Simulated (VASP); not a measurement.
# HfH2 (I4/mmm) in VASP: a series of runs

The runs below take HfH2 through single point, with r2SCAN.

Everything below comes from runs of VASP 6.6.1. Logs are shortened: lines on timing, memory, paths and dates and some standing lists are left out, and cuts for length are marked.

### Step 1. The cell of the first run

The structure is tetragonal, space group I4/mmm (No. 139). Conventional cell: a = 3.465 Å, b = 3.465 Å, c = 4.307 Å, α = 90.00°, β = 90.00°, γ = 90.00°. Within 2.7 Å of Hf (site symmetry 4/mmm) lie 8 H at 2.04 Å. H (site symmetry -4m2) has 4 Hf at 2.04 Å and 6 H at 2.15 to 2.45 Å within 2.7 Å.

### Step 2. Single point, r2SCAN

Input file POSCAR:

```
HfH2
1.0
   -1.7324560130      1.7324560130      2.1535680080
    1.7324560130     -1.7324560130      2.1535680080
    1.7324560130      1.7324560130     -2.1535680080
Hf H
1 2
Direct
    0.0000000000      0.0000000000      0.0000000000
    0.7500000000      0.2500000000      0.5000000000
    0.2500000000      0.7500000000      0.5000000000
```

Input file INCAR.step1:

```
SYSTEM = HfH2
PREC = Accurate ; ENCUT = 520
ISMEAR = 0 ; SIGMA = 0.1
LREAL = .False. ; LASPH = .True.
NELM = 100 ; NBANDS = 13
GGA = PE ; ALGO = Normal
EDIFF = 1E-4 ; LWAVE = .True.
LCHARG = .False.
```

Input file INCAR.step2:

```
SYSTEM = HfH2
PREC = Accurate ; ENCUT = 520
EDIFF = 1E-6 ; ISMEAR = 0
SIGMA = 0.1 ; LREAL = .False.
LASPH = .True. ; NELM = 100
ALGO = Normal ; ISIF = 2
LWAVE = .False. ; LCHARG = .True.
METAGGA = R2SCAN ; LMIXTAU = .True.
LELF = .True. ; LVHAR = .True.
NBANDS = 13 ; ISTART = 1
```

Input file KPOINTS:

```
regular mesh
0
Gamma
  16 16 16
  0 0 0
```

Potentials or basis: VASP PAW PBE potentials, release 64 (Hf_pv, H).

Launch:

```bash
$ cat potpaw_PBE.64/Hf_pv/POTCAR potpaw_PBE.64/H/POTCAR > POTCAR
$ cp INCAR.step1 INCAR
$ mpirun -np 1 vasp_std > vasp.out
$ cp INCAR.step2 INCAR
$ mpirun -np 1 vasp_std > vasp.out
```

OUTCAR:

```text
SYSTEM = HfH2
   PREC = Accurate
   ENCUT = 520
   EDIFF = 1E-6
   ISMEAR = 0
   LREAL = .False.
   LASPH = .True.
   NELM = 100
   ISIF = 2
   METAGGA = R2SCAN
   ISTART = 1

 ion  position               nearest neighbor table
   1  0.000  0.000  0.000-   2 2.04   3 2.04   2 2.04   3 2.04   2 2.04   3 2.04   2 2.04   3 2.04

   2  0.750  0.250  0.500-   1 2.04   1 2.04   1 2.04   1 2.04
   3  0.250  0.750  0.500-   1 2.04   1 2.04   1 2.04   1 2.04

  LATTYP: Found a body centered tetragonal cell.
 ALAT       =     3.4649120260
 C/A-ratio  =     1.2430722580

  Lattice vectors:

 A1 = (  -1.7324560130,   1.7324560130,   2.1535680080)
 A2 = (   1.7324560130,  -1.7324560130,   2.1535680080)
 A3 = (   1.7324560130,   1.7324560130,  -2.1535680080)

Analysis of symmetry for initial positions (statically):
=====================================================================
 Subroutine PRICEL returns:
 Original cell was already a primitive cell.

 Routine SETGRP: Setting up the symmetry group for a
 body centered tetragonal supercell.

 Subroutine GETGRP returns: Found 16 space group operations
 (whereof 16 operations were pure point group operations)
 out of a pool of 16 trial point group operations.

The static configuration has the point symmetry D_4h.

Analysis of symmetry for dynamics (positions and initial velocities):
=====================================================================
 Subroutine PRICEL returns:
 Original cell was already a primitive cell.

 Routine SETGRP: Setting up the symmetry group for a
 body centered tetragonal supercell.

 Subroutine GETGRP returns: Found 16 space group operations
 (whereof 16 operations were pure point group operations)
 out of a pool of 16 trial point group operations.

The dynamic configuration has the point symmetry D_4h.

 Subroutine INISYM returns: Found 16 space group operations
 (whereof 16 operations are pure point group operations),
 and found     1 'primitive' translations

----------------------------------------------------------------------------------------

                                     Primitive cell

  volume of cell :      25.8549

  direct lattice vectors                    reciprocal lattice vectors
    -1.732456013  1.732456013  2.153568008     0.000000000  0.288607616  0.232172840
     1.732456013 -1.732456013  2.153568008     0.288607616  0.000000000  0.232172840
     1.732456013  1.732456013 -2.153568008     0.288607616  0.288607616  0.000000000

  length of vectors
     3.262002888  3.262002888  3.262002888     0.370403272  0.370403272  0.408152805

  position of ions in fractional coordinates (direct lattice)
     0.000000000  0.000000000  0.000000000
     0.750000000  0.250000000  0.500000000
     0.250000000  0.750000000  0.500000000

  ion indices of the primitive-cell ions
   primitive index   ion index
                 1           1
                 2           2
                 3           3

----------------------------------------------------------------------------------------

 KPOINTS: regular mesh

Automatic generation of k-mesh.
 Grid dimensions read from file:
 generate k-points for:   16   16   16

 Generating k-lattice:

  Cartesian coordinates                     Fractional coordinates (reciprocal lattice)
     0.000000000  0.018037976  0.014510802     0.062500000  0.000000000  0.000000000
     0.018037976  0.000000000  0.014510802     0.000000000  0.062500000  0.000000000
     0.018037976  0.018037976  0.000000000     0.000000000  0.000000000  0.062500000

  Length of vectors
     0.023150204  0.023150204  0.025509550

  Shift w.r.t. Gamma in fractional coordinates (k-lattice)
     0.000000000  0.000000000  0.000000000

 Subroutine IBZKPT returns following result:
 ===========================================

 Found    349 irreducible k-points:

 Following reciprocal coordinates:
            Coordinates               Weight
  0.000000  0.000000  0.000000      1.000000
  0.062500  0.000000 -0.000000      8.000000
  0.125000  0.000000 -0.000000      8.000000
  0.187500  0.000000 -0.000000      8.000000
  0.250000  0.000000 -0.000000      8.000000
  0.312500  0.000000 -0.000000      8.000000
[... 16 lines left out ...]
 -0.125000  0.062500  0.000000     16.000000
 -0.062500  0.062500  0.000000      4.000000
 [... further k-points ...]
   k-points           NKPTS =    349   k-points in BZ     NKDIM =    349   number of bands    NBANDS=     13
   number of dos      NEDOS =    301   number of ions     NIONS =      3
   total plane-waves  NPLWV =  13824
   dimension x,y,z NGX =    24 NGY =   24 NGZ =   24
   dimension x,y,z NGXF=    48 NGYF=   48 NGZF=   48
   ions per type =               1   2
   NGX,Y,Z   is equivalent  to a cutoff of  12.23, 12.23, 12.23 a.u.
   NGXF,Y,Z  is equivalent  to a cutoff of  24.46, 24.46, 24.46 a.u.
 SYSTEM =  HfH2
   PREC   = accura    normal or accurate (medium, high low for compatibility)
   ISTART =      1    job   : 0-new  1-cont  2-samecut
   ICHARG =      0    charge: 1-file 2-atom 10-const
   ISPIN  =      1    spin polarized calculation?
   LNONCOLLINEAR =      F non collinear calculations
   LSORBIT =      F    spin-orbit coupling
   LASPH  =      T    aspherical Exc in radial PAW
   ENCUT  =  520.0 eV  38.22 Ry    6.18 a.u.   6.07  6.07  6.07*2*pi/ulx,y,z
   NELM   =    100;   NELMIN=  2; NELMDL=  0     # of ELM steps
   EDIFF  = 0.1E-05   stopping-criterion for ELM
   LREAL  =      F    real-space projection
   EDIFFG = 0.1E-04   stopping-criterion for IOM
   NSW    =      0    number of steps for IOM
   IBRION =     -1    ionic relax: 0-MD 1-quasi-New 2-CG
   NFREE  =      0    steps in history (QN), initial steepest desc. (CG)
   ISIF   =      2    stress and relaxation
   ISYM   =      2    0-nonsym 1-usesym 2-fastsym
   POTIM  = 0.5000    time-step for ionic-motion
   TEBEG  =    0.0;   TEEND  =   0.0 temperature during run
   PSTRESS=    0.0 pullay stress
   NELECT =      12.0000    total number of electrons
   NUPDOWN=      -1.0000    fix difference up-down
   EMIN   =  10.00;   EMAX   =-10.00  energy-range for DOS
   EFERMI =   0.00;   METHOD = LEGACY
   ISMEAR =     0;   SIGMA  =   0.10  broadening in eV -4-tet -1-fermi 0-gaus
   EFERMI_NEDOS =   21; number of points for ismear=-14 and -15
   IALGO  =     38    algorithm
   IMIX   =      4    mixing-type and parameters
     AMIX     =   0.40;   BMIX     =  1.00
     AMIX_MAG =   1.60;   BMIX_MAG =  1.00
  volume/ion in A,a.u.               =       8.62        58.16
  Fermi-wavevector in a.u.,A,eV,Ry     =   1.267518  2.395262 21.859156  1.606603
  Thomas-Fermi vector in A             =   2.400662
   LORBIT       =      0    0 simple, 1 ext, 2 COOP (PROOUT), +10 PAW based schemes
   METAGGA = R2SCAN    functional components
   LHFCALC =     F    Hartree Fock is set to
   AEXX    =    0.0000 exact exchange contribution
   IVDW    =     0    specifies the selected vdW correction
   LEPSILON=     F    determine dielectric tensor
   LRPA    =     F    only Hartree local field effects (RPA)
 non-spin polarized calculation
 Gauss-broadening in eV      SIGMA  =   0.10
  energy-cutoff  :      520.00
  volume of cell :       25.85
 maximum number of plane-waves:       732
   NGX = 13   NGY = 13   NGZ = 13

 number of electron      12.0000000 magnetization

 Free energy of the ion-electron system (eV)
  ---------------------------------------------------
  ext. energy  EPLUGINS =         0.00000000
  ---------------------------------------------------
  free energy    TOTEN  =       -53.68951910 eV

  energy without entropy =      -53.68735368  energy(sigma->0) =      -53.68843639

 E-fermi :   5.6178     XC(G=0): -12.2995

 val. band max:        5.5952787584   @ k =  -0.1250  -0.1250   0.0625
 cond. band min:       5.6214329000   @ k =  -0.1875  -0.1875   0.1250
 fundamental gap:      0.0261541416
 Fermi energy:         5.6177517759

 k-point     1 :       0.0000    0.0000    0.0000
  band No.  band energies     occupation
      1     -26.6595      2.00000
      2     -26.6595      2.00000
      3     -26.6031      2.00000
      4      -6.4902      2.00000
      5       3.8304      2.00000
      6       5.0967      2.00000
      7       5.0967      2.00000
      8       6.1501      0.00000
      9       7.5059      0.00000
     10       9.0442      0.00000
     11      16.8699      0.00000
     12      17.4564      0.00000
     13      18.0058      0.00000

 k-point     2 :       0.0625    0.0000   -0.0000
  band No.  band energies     occupation
      1     -26.6770      2.00000
      2     -26.6644      2.00000
      3     -26.6119      2.00000
      4      -6.3765      2.00000
      5       3.1032      2.00000
      6       5.1482      2.00000
      7       5.5436      1.70539
      8       6.6181      0.00000
      9       7.4697      0.00000
     10       8.9596      0.00000
     11      16.6205      0.00000
     12      16.8700      0.00000
     13      18.2507      0.00000

 k-point     3 :       0.1250    0.0000   -0.0000
  band No.  band energies     occupation
      1     -26.7395      2.00000
      2     -26.6783      2.00000
      3     -26.6237      2.00000
      4      -6.0476      2.00000
      5       2.0602      2.00000
      6       5.2608      2.00000
      7       5.8870      0.00014
      8       7.4298      0.00000
      9       7.8071      0.00000
     10       8.7993      0.00000
     11      15.5429      0.00000
     12      16.8700      0.00000
     13      18.9506      0.00000

 k-point     4 :       0.1875    0.0000   -0.0000
  band No.  band energies     occupation
      1     -26.8406      2.00000
      2     -26.6989      2.00000
      3     -26.6319      2.00000
      4      -5.5412      2.00000
      5       1.1355      2.00000
      6       5.3158      1.99998
      7       6.1806      0.00000
      8       7.5633      0.00000
      9       8.3659      0.00000
     10       9.4169      0.00000
     11      14.6423      0.00000
     12      16.8700      0.00000
     13      19.3680      0.00000

 k-point     5 :       0.2500    0.0000   -0.0000
  band No.  band energies     occupation
      1     -26.9595      2.00000
      2     -26.7232      2.00000
      3     -26.6390      2.00000
      4      -4.9248      2.00000
      5       0.4063      2.00000
      6       5.2245      2.00000
      7       6.4109      0.00000
      8       8.0086      0.00000
      9       8.3638      0.00000
     10      10.4629      0.00000
     11      14.2391      0.00000
     12      16.8696      0.00000
     13      17.5027      0.00000
[... 257 lines left out ...]
 k-point    22 :      -0.1875    0.0625    0.0000
  band No.  band energies     occupation
      1     -26.8121      2.00000
      2     -26.6903      2.00000
      3     -26.6373      2.00000
      4      -5.6606      2.00000
      5       1.3294      2.00000
      6       5.4264      1.99319
      7       6.2587      0.00000
      8       7.1217      0.00000
      9       8.4526      0.00000
     10       9.0405      0.00000
     11      15.2061      0.00000
     12      16.8699      0.00000
     13      19.1062      0.00000

 k-point    23 :      -0.1250    0.0625    0.0000
  band No.  band energies     occupation
      1     -26.7292      2.00000
      2     -26.6724      2.00000
      3     -26.6246      2.00000
      4      -6.1017      2.00000
      5       2.1743      2.00000
      6       5.3499      1.99985
      7       6.1430      0.00000
      8       7.1715      0.00000
      9       7.3813      0.00000
     10       8.8101      0.00000
     11      16.0041      0.00000
     12      16.8700      0.00000
     13      18.5621      0.00000

 k-point    24 :      -0.0625    0.0625    0.0000
  band No.  band energies     occupation
      1     -26.6849      2.00000
      2     -26.6634      2.00000
      3     -26.6119      2.00000
      4      -6.3495      2.00000
      5       2.9435      2.00000
      6       5.2169      2.00000
      7       6.1401      0.00000
      8       6.2113      0.00000
      9       7.3582      0.00000
     10       8.9234      0.00000
     11      16.6249      0.00000
     12      16.8700      0.00000
     13      18.1479      0.00000

 [... further k-points ...]

------------------------ aborting loop because EDIFF is reached ----------------------------------------

  FORCE on cell =-STRESS in cart. coord.  units (eV):
  Direction    XX          YY          ZZ          XY          YZ          ZX
  --------------------------------------------------------------------------------------
  -------------------------------------------------------------------------------------
  Total       -0.1773314     -0.1773314     -0.1539620      0.0000000      0.0000000      0.0000000
  in kB      -10.9888739    -10.9888739     -9.5407184      0.0000000      0.0000000      0.0000000
  external PRESSURE =     -10.5061554 kB  Pullay stress =       0.0000000 kB

 VOLUME and BASIS-vectors are now :
 -----------------------------------------------------------------------------
  energy-cutoff  :      520.00
  volume of cell :       25.85
      direct lattice vectors                 reciprocal lattice vectors
    -1.732456013  1.732456013  2.153568008     0.000000000  0.288607616  0.232172840
     1.732456013 -1.732456013  2.153568008     0.288607616  0.000000000  0.232172840
     1.732456013  1.732456013 -2.153568008     0.288607616  0.288607616  0.000000000

 POSITION                                       TOTAL-FORCE (eV/Angst)
 -----------------------------------------------------------------------------------
      0.00000      0.00000      0.00000         0.000000     -0.000000      0.000000
      0.00000      1.73246      1.07678        -0.000000      0.000000      0.000000
      1.73246      0.00000      1.07678         0.000000     -0.000000     -0.000000
 -----------------------------------------------------------------------------------
    total drift:                               -0.000000      0.000000      0.000000

  FREE ENERGIE OF THE ION-ELECTRON SYSTEM (eV)
  ---------------------------------------------------
  free  energy   TOTEN  =       -53.6895190989 eV

  energy  without entropy=      -53.6873536767  energy(sigma->0) =      -53.68843639
```

It took 2.3 min on 1 thread of Intel Xeon Platinum 8488C (Sapphire Rapids), shared host; peak memory 0.25 GiB.

What came out:

| Quantity | Value |
| --- | --- |
| Free energy | -53.6895 eV |
| Pressure | -1.1 GPa |
| Band gap on the k mesh | zero (band 6 reaches 6.30 eV, above the bottom of band 7 at 5.10 eV) |

Levels at points of the mesh, in eV from the Fermi level:
| k point | band 4 | band 5 | band 6 | band 7 | band 8 | band 9 |
| --- | --- | --- | --- | --- | --- | --- |
| (0.00, 0.00, 0.00) | -12.11 | -1.79 | -0.52 | -0.52 | 0.53 | 1.89 |
| (0.50, 0.00, 0.00) | -9.06 | -5.88 | -0.94 | 0.73 | 4.01 | 4.50 |
| (0.50, 0.50, 0.00) | -7.23 | -6.48 | -4.48 | 4.16 | 4.37 | 5.53 |
| (0.50, 0.50, 0.50) | -8.38 | -4.92 | -4.08 | 4.75 | 4.89 | 4.89 |

Caveat: the PAW data sets were made with another functional, which shifts forces and pressure a little; spin-orbit coupling is left out, which moves the levels of the heavy elements.

### Step 3. Single point, r2SCAN

POSCAR is that of step 2.

Input file INCAR.step1:

```
PREC = Accurate
ENCUT = 520
ISMEAR = 0
SIGMA = 0.1
LREAL = False
LASPH = True
NELM = 100
NBANDS = 13
GGA = PE
ALGO = Normal
EDIFF = 1E-4
LWAVE = True
LCHARG = False
```

Input file INCAR.step2:

```
PREC = Accurate
ENCUT = 520
EDIFF = 1E-6
ISMEAR = 0
SIGMA = 0.1
LREAL = False
LASPH = True
NELM = 100
ALGO = Normal
ISIF = 2
LWAVE = False
LCHARG = True
METAGGA = R2SCAN
LMIXTAU = True
LELF = True
LVHAR = True
NBANDS = 13
ISTART = 1
```

Input file KPOINTS:

```
regular mesh
0
Gamma
  16 16 16
```

Potentials or basis: VASP PAW PBE potentials, release 64 (Hf_pv, H).

Launch:

```bash
$ cat potpaw_PBE.64/Hf_pv/POTCAR potpaw_PBE.64/H/POTCAR > POTCAR
$ cp INCAR.step1 INCAR
$ mpirun -np 1 vasp_std > vasp.out
$ cp INCAR.step2 INCAR
$ mpirun -np 1 vasp_std > vasp.out
```

It took 2.3 min on 1 thread of Intel Xeon Platinum 8488C (Sapphire Rapids), shared host; peak memory 0.24 GiB.

It converged, with:

```yaml
Free_energy: -53.6895 eV
Pressure: -1.1 GPa
Band_gap_on_the_k_mesh: zero (band 6 reaches 6.30 eV, above the bottom of band 7 at 5.10 eV)
```

Stress tensor (GPa, compression positive):
```
-1.10  0.00  0.00
 0.00 -1.10  0.00
 0.00  0.00 -0.95
```

Levels at points of the mesh, in eV from the Fermi level:
```
           k point  band 4  band 5  band 6  band 7  band 8  band 9
(0.00, 0.00, 0.00)  -12.11   -1.79   -0.52   -0.52    0.53    1.89
(0.50, 0.00, 0.00)   -9.06   -5.88   -0.94    0.73    4.01    4.50
(0.50, 0.50, 0.00)   -7.23   -6.48   -4.48    4.16    4.37    5.53
(0.50, 0.50, 0.50)   -8.38   -4.92   -4.08    4.75    4.89    4.89
```

Caveat: the PAW data sets were made with another functional, which shifts forces and pressure a little; spin-orbit coupling is left out, which moves the levels of the heavy elements.
